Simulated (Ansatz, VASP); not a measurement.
## Cu in VASP and in Ansatz

File INCAR:

```
PREC = Accurate
ENCUT = 520
EDIFF = 1E-7
ISMEAR = 0
SIGMA = 0.1
LREAL = F
LASPH = T
NELM = 60
ALGO = Normal
ISIF = 2
LWAVE = F
LCHARG = T
LDIPOL = T
IDIPOL = 3
DIPOL = 0.5 0.5 0.500
GGA = PE
LELF = T
LVHAR = T
LVACPOTAV = T
NBANDS = 42
```

The input KPOINTS:

```
regular mesh
0
Gamma
  21 21 1
```

Contents of POSCAR:

```
Cu
1.0
    2.5561910100      0.0000000000      0.0000000000
   -1.2780955100      2.2137263600      0.0000000000
    0.0000000000      0.0000000000     30.4356058385
Cu
6
Direct
    0.6666666680      0.3333333334      0.3285625413
    0.3333333334      0.6666666654      0.3971375248
    0.0000000000      0.0000000000      0.4657125083
    0.6666666680      0.3333333334      0.5342874917
    0.3333333334      0.6666666654      0.6028624752
    0.0000000000      0.0000000000      0.6714374587
```

Input for Ansatz:

```yaml
crystal:
  lattice:
    - [2.55619101, 0.0, 0.0]
    - [-1.27809551, 2.21372636, 0.0]
    - [0.0, 0.0, 30.4356058385]
  atoms:
    - { symbol: Cu, position: [0.666666668, 0.3333333334, 0.3285625413] }
    - { symbol: Cu, position: [0.3333333334, 0.6666666654, 0.3971375248] }
    - { symbol: Cu, position: [0.0, 0.0, 0.4657125083] }
    - { symbol: Cu, position: [0.666666668, 0.3333333334, 0.5342874917] }
    - { symbol: Cu, position: [0.3333333334, 0.6666666654, 0.6028624752] }
    - { symbol: Cu, position: [0.0, 0.0, 0.6714374587] }
basis:
  ecutwfc: 420.0
  fft_grid_basis: typed
kpoints:
  mp_grid: { grid: [21, 21, 1] }
hamiltonian:
  xc: pbe
scf:
  occupations: { method: gaussian, width: 0.1 }
output:
  forces: true
  eigenvalues: true
  band_densities:
    - { e_range: [-2.0, -1.0] }
    - { e_range: [-1.0, -0.5] }
    - { e_range: [-0.5, -0.25] }
    - { e_range: [-0.25, 0.0] }
    - { e_range: [0.0, 0.25] }
    - { e_range: [0.25, 0.5] }
    - { e_range: [0.5, 1.0] }
    - { e_range: [1.0, 1.5] }
  band_residual_tolerance: 1.0e-05
  write_potential: true
  elf: true
  write_density: true
  volumetric_format: npy
efield:
  axis: 3
  dipole_correction: true
  ramp_width: 0.04
checkpoint:
  read: start.run
  write: ck
  compress: false
  write_wavefunctions: false
  write_every: 100000
```

Alike in both runs: task single point; functional PBE; k mesh 21 × 21 × 1; occupations gaussian, width 0.1 eV; no spin polarisation.

|  | VASP | Ansatz |
| --- | --- | --- |
| version | VASP 6.6.1 | Ansatz 0.2.0 |
| potentials or method | VASP PAW PBE potentials, release 64 (Cu), cutoff 520 eV | scalar-relativistic, plane waves, PAW |
| valence electrons in the cell | 66 | 114 |

```tsv
	VASP	Ansatz	Ansatz less VASP
gap on the k mesh at the Fermi level (eV)	none	none	-
rms of the force components (eV/Å)	0.018	0.015	-0.0034
work function, face that differs most (eV)	4.78	4.80	+0.022
```

Atom by atom the forces differ by 0.007 eV/Å (rms over components). A gap of «none» marks a metal or a gap that the smearing closes. With one functional, cell and mesh, what is left measures potentials, basis and numerics. VASP's potentials hold 66 valence electrons a cell and Ansatz's 114, so a difference there can come from the potentials and not from the codes. Ansatz's warnings: published levels not confirmed, xc potential rough in thin density.
